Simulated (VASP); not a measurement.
# O (P4/mmm) in VASP: relaxation of cell and atoms with BLYP+D3(BJ)

Aim: the relaxation of cell and atoms of O with BLYP+D3(BJ).

Everything below comes from runs of VASP 6.6.1. Logs are shortened: lines on timing, memory, paths and dates and some standing lists are left out, and cuts for length are marked.

## 1. The cell of the first run

The structure is tetragonal, space group P4/mmm (No. 123). The conventional cell has a = 1.776 Å, b = 1.776 Å, c = 3.053 Å, α = 90.00°, β = 90.00°, γ = 90.00°. O (site symmetry 4/mmm) has 4 O at 1.78 Å within 2.4 Å.

## 2. Relaxation of cell and atoms, BLYP+D3(BJ)

INCAR reads:

```
SYSTEM = O
PREC = Accurate
ENCUT = 1340
EDIFF = 1E-7
ISMEAR = 1
SIGMA = 0.1
LREAL = .FALSE.
LASPH = .TRUE.
NELM = 120
ALGO = Normal
ISIF = 3
LWAVE = .FALSE.
LCHARG = .FALSE.
GGA = B5
ALDAX = 1.0
AGGAX = 1.0
AGGAC = 1.0
ALDAC = 0.0
IVDW = 12
VDW_S6 = 1.0
VDW_S8 = 2.6996
VDW_A1 = 0.4298
VDW_A2 = 4.2359
IBRION = 2
NSW = 50
EDIFFG = -0.01
GGA_COMPAT = .FALSE.
NELMIN = 4
```

KPOINTS reads:

```
regular mesh
0
G
  12 12 7
  0 0 0
```

POSCAR reads:

```
O
1.0
    1.7755912600      0.0000000000      0.0000000000
    0.0000000000      1.7755912600      0.0000000000
    0.0000000000      0.0000000000      3.0530507000
O
1
Direct
    0.0000000000      0.0000000000      0.0000000000
```

Potentials or basis: VASP PAW PBE potentials, release 64 (O_h).

Launch:

```sh
$ cat potpaw_PBE.64/O_h/POTCAR > POTCAR
$ mpirun -np 1 vasp_std > vasp.out
```

OUTCAR:

```text
SYSTEM = O
   PREC = Accurate
   ENCUT = 1340
   EDIFF = 1E-7
   ISMEAR = 1
   LREAL = .FALSE.
   LASPH = .TRUE.
   NELM = 120
   ISIF = 3
   GGA = B5
   IVDW = 12
   IBRION = 2
   NSW = 50
   EDIFFG = -0.01
   NELMIN = 4
 IVDW          = 12

 ion  position               nearest neighbor table
   1  0.000  0.000  0.000-

  LATTYP: Found a simple tetragonal cell.
 ALAT       =     1.7755912600
 C/A-ratio  =     1.7194558054

  Lattice vectors:

 A1 = (   1.7755912600,   0.0000000000,   0.0000000000)
 A2 = (   0.0000000000,   1.7755912600,   0.0000000000)
 A3 = (   0.0000000000,   0.0000000000,   3.0530507000)

Analysis of symmetry for initial positions (statically):
=====================================================================
 Subroutine PRICEL returns:
 Original cell was already a primitive cell.

 Routine SETGRP: Setting up the symmetry group for a
 simple tetragonal supercell.

 Subroutine GETGRP returns: Found 16 space group operations
 (whereof 16 operations were pure point group operations)
 out of a pool of 16 trial point group operations.

The static configuration has the point symmetry D_4h.

Analysis of symmetry for dynamics (positions and initial velocities):
=====================================================================
 Subroutine PRICEL returns:
 Original cell was already a primitive cell.

 Routine SETGRP: Setting up the symmetry group for a
 simple tetragonal supercell.

 Subroutine GETGRP returns: Found 16 space group operations
 (whereof 16 operations were pure point group operations)
 out of a pool of 16 trial point group operations.

The dynamic configuration has the point symmetry D_4h.

 Subroutine INISYM returns: Found 16 space group operations
 (whereof 16 operations are pure point group operations),
 and found     1 'primitive' translations

----------------------------------------------------------------------------------------

                                     Primitive cell

  volume of cell :       9.6254

  direct lattice vectors                    reciprocal lattice vectors
     1.775591260  0.000000000  0.000000000     0.563192680  0.000000000  0.000000000
     0.000000000  1.775591260  0.000000000     0.000000000  0.563192680  0.000000000
     0.000000000  0.000000000  3.053050700     0.000000000  0.000000000  0.327541236

  length of vectors
     1.775591260  1.775591260  3.053050700     0.563192680  0.563192680  0.327541236

  position of ions in fractional coordinates (direct lattice)
     0.000000000  0.000000000  0.000000000

[... 59 lines left out ...]
   total plane-waves  NPLWV =  20736
   dimension x,y,z NGX =    24 NGY =   24 NGZ =   36
   dimension x,y,z NGXF=    48 NGYF=   48 NGZF=   72
   ions per type =               1
   NGX,Y,Z   is equivalent  to a cutoff of  22.47, 22.47, 19.60 a.u.
   NGXF,Y,Z  is equivalent  to a cutoff of  44.94, 44.94, 39.21 a.u.
 SYSTEM =  O
   PREC   = accura    normal or accurate (medium, high low for compatibility)
   ISTART =      0    job   : 0-new  1-cont  2-samecut
   ICHARG =      2    charge: 1-file 2-atom 10-const
   ISPIN  =      1    spin polarized calculation?
   LNONCOLLINEAR =      F non collinear calculations
   LSORBIT =      F    spin-orbit coupling
   LASPH  =      T    aspherical Exc in radial PAW
   ENCUT  = 1340.0 eV  98.49 Ry    9.92 a.u.   5.30  5.30  9.11*2*pi/ulx,y,z
   NELM   =    120;   NELMIN=  4; NELMDL= -5     # of ELM steps
   EDIFF  = 0.1E-06   stopping-criterion for ELM
   LREAL  =      F    real-space projection
   EDIFFG = -.1E-01   stopping-criterion for IOM
   NSW    =     50    number of steps for IOM
   IBRION =      2    ionic relax: 0-MD 1-quasi-New 2-CG
   NFREE  =      1    steps in history (QN), initial steepest desc. (CG)
   ISIF   =      3    stress and relaxation
   ISYM   =      2    0-nonsym 1-usesym 2-fastsym
   POTIM  = 0.5000    time-step for ionic-motion
   TEBEG  =    0.0;   TEEND  =   0.0 temperature during run
   PSTRESS=    0.0 pullay stress
   NELECT =       6.0000    total number of electrons
   NUPDOWN=      -1.0000    fix difference up-down
   EMIN   =  10.00;   EMAX   =-10.00  energy-range for DOS
   EFERMI =   0.00;   METHOD = LEGACY
   ISMEAR =     1;   SIGMA  =   0.10  broadening in eV -4-tet -1-fermi 0-gaus
   EFERMI_NEDOS =   21; number of points for ismear=-14 and -15
   IALGO  =     38    algorithm
   IMIX   =      4    mixing-type and parameters
     AMIX     =   0.40;   BMIX     =  1.00
     AMIX_MAG =   1.60;   BMIX_MAG =  1.00
  volume/ion in A,a.u.               =       9.63        64.96
  Fermi-wavevector in a.u.,A,eV,Ry     =   1.398466  2.642718 26.609011  1.955707
  Thomas-Fermi vector in A             =   2.521621
   LORBIT       =      0    0 simple, 1 ext, 2 COOP (PROOUT), +10 PAW based schemes
   GGA     = B5    functional components
   LHFCALC =     F    Hartree Fock is set to
   AEXX    =    0.0000 exact exchange contribution
   IVDW    =    12    specifies the selected vdW correction
   LEPSILON=     F    determine dielectric tensor
   LRPA    =     F    only Hartree local field effects (RPA)
 conjugate gradient relaxation of ions
 non-spin polarized calculation
 Methfessel and Paxton  Order N= 1 SIGMA  =   0.10
  energy-cutoff  :     1340.00
  volume of cell :        9.63
 maximum number of plane-waves:      1086
 NGX is ok and might be reduce to    24
   NGX = 11   NGY = 11   NGZ = 19

--------------------------------------- Ionic step        1  -------------------------------------------

 number of electron       5.9999999 magnetization

 Free energy of the ion-electron system (eV)
  ---------------------------------------------------
  ext. energy  EPLUGINS =         0.00000000
  ---------------------------------------------------
  free energy    TOTEN  =        -3.11889864 eV

  energy without entropy =       -3.11737235  energy(sigma->0) =       -3.11838988

 E-fermi :   1.6696     XC(G=0): -10.0240

 val. band max:        1.6611611689   @ k =   0.4167   0.2500   0.2857
 cond. band min:       1.6754667927   @ k =   0.4167   0.2500   0.4286
 fundamental gap:      0.0143056239
 Fermi energy:         1.6696034534

 k-point     1 :       0.0000    0.0000    0.0000
  band No.  band energies     occupation
      1     -21.1211      2.00000
      2      -2.9478      2.00000
      3       5.3231      0.00000
      4       5.3231      0.00000
      5      10.2398      0.00000
      6      29.5431      0.00000
      7      31.8753      0.00000
[... 463 lines left out ...]
--------------------------------------- Ionic step        7  -------------------------------------------

 number of electron       5.9999999 magnetization

 Free energy of the ion-electron system (eV)
  ---------------------------------------------------
  ext. energy  EPLUGINS =         0.00000000
  ---------------------------------------------------
  free energy    TOTEN  =        -3.14863517 eV

  energy without entropy =       -3.14856782  energy(sigma->0) =       -3.14861272

 E-fermi :   0.8176     XC(G=0):  -9.7262

 val. band max:        0.7859976707   @ k =   0.4167   0.2500   0.4286
 cond. band min:       0.8353599248   @ k =   0.5000   0.2500   0.0000
 fundamental gap:      0.0493622541
 Fermi energy:         0.8175970055

 k-point     1 :       0.0000    0.0000    0.0000
  band No.  band energies     occupation
      1     -21.0881      2.00000
      2      -3.2576      2.00000
      3       4.2196      0.00000
      4       4.2196      0.00000
      5       9.6037      0.00000
      6      27.8911      0.00000
      7      29.7277      0.00000
[... 262 lines left out ...]
  FREE ENERGIE OF THE ION-ELECTRON SYSTEM (eV)
  ---------------------------------------------------
  free  energy   TOTEN  =        -3.2888545978 eV

  energy  without entropy=       -3.2887872468  energy(sigma->0) =       -3.28883215

 reached required accuracy - stopping structural energy minimisation
```

Wall time 52 s (1 thread of Intel Xeon Platinum 8559C (Emerald Rapids), shared host); peak memory 0.16 GiB.

What came out:

```yaml
Free_energy: -3.2889 eV
Relaxed_volume: 10.28 Å³/atom
Relaxed_cell: a = 1.820 Å, b = 1.820 Å, c = 3.103 Å, α = 90.00°, β = 90.00°, γ = 90.00°
Space_group_after_relaxing_to_0.1_Å: P4/mmm (No. 123)
Energy_gained_by_relaxing: 22.8 meV/atom
Ionic_steps: 7
Pressure_after_relaxing: 0.1 GPa
Band_gap_on_the_k_mesh: zero (bands 3 and 4 overlap by 4.30 eV)
Dispersion_energy_per_atom: -0.140 eV
```

Step by step:
```tsv
step	energy change (eV)	largest force (eV/Å)	pressure (GPa)	volume (Å³)
1	0.0000	0.0000	11.03	9.63
2	-0.0095	0.0000	-5.82	10.57
3	-0.0225	0.0000	0.18	10.12
4	-0.0225	0.0000	0.32	10.11
5	-0.0226	0.0000	0.33	10.13
6	-0.0227	0.0000	0.26	10.18
7	-0.0228	0.0000	0.12	10.28
```

Final structure:
```
O
1.0
     1.81968    0.00000    0.00000
     0.00000    1.81968    0.00000
     0.00000    0.00000    3.10323
O
1
Direct
  0.00000 0.00000 0.00000
```

Caveat: the PAW data sets were made with another functional, which shifts forces and pressure a little.

The gap in the log of VASP goes by the Fermi energy; the results here count the filled bands.